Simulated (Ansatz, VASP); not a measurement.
**One calculation of Ge, two programs**

Contents of INCAR:

```
PREC = Accurate ; ENCUT = 520
EDIFF = 1E-6 ; ISMEAR = 0
SIGMA = 0.1 ; LREAL = False
LASPH = True ; NELM = 60
ALGO = Normal ; ISIF = 2
LWAVE = False ; LCHARG = False
LDIPOL = True ; IDIPOL = 3
DIPOL = 0.5 0.5 0.500 ; GGA = PE
IVDW = 12 ; NBANDS = 21
```

Contents of KPOINTS:

```
Automatic mesh
0
Gamma
  12 12 1
```

File POSCAR:

```
Ge
1.0
    3.8360000000      0.0000000000      0.0000000000
   -1.9180000000      3.3220734489      0.0000000000
    0.0000000000      0.0000000000     28.0000000000
Ge
2
Direct
    0.3333333333      0.6666666667      0.5078571429
    0.6666666667      0.3333333333      0.4921428571
```

Input for Ansatz:

```yaml
crystal:
  lattice:
    - [3.836, 0.0, 0.0]
    - [-1.918, 3.3220734489, 0.0]
    - [0.0, 0.0, 28.0]
  atoms:
    - { symbol: Ge, position: [0.3333333333, 0.6666666667, 0.5078571429] }
    - { symbol: Ge, position: [0.6666666667, 0.3333333333, 0.4921428571] }
  periodic: [true, true, false]
basis:
  ecutwfc: 420
kpoints:
  mp_grid: { grid: [12, 12, 1] }
hamiltonian:
  xc: pbe
  pseudopotentials: { kind: paw, azcp: { folder: soft_1 } }
  dispersion: d3bj
scf:
  occupations: { method: gaussian, width: 0.1 }
output:
  forces: true
  stress: true
  eigenvalues: true
```

Alike in both runs: task single point; functional PBE; dispersion D3(BJ); k mesh 12 × 12 × 1; occupations gaussian, width 0.1 eV; no spin polarisation.

```csv
,VASP,Ansatz
version,VASP 6.6.1,Ansatz 0.2.0
potentials or method,"VASP PAW PBE potentials, release 64 (Ge_d), cutoff 520 eV","scalar-relativistic, plane waves, PAW"
valence electrons in the cell,28,28
```

```tsv
	VASP	Ansatz	Ansatz less VASP
gap on the k mesh at the Fermi level (eV)	none	none	-
rms of the force components (eV/Å)	0.522	0.528	+0.0063
```

Atom by atom the forces differ by 0.006 eV/Å (rms over components). A gap of «none» marks a metal or a gap that the smearing closes.
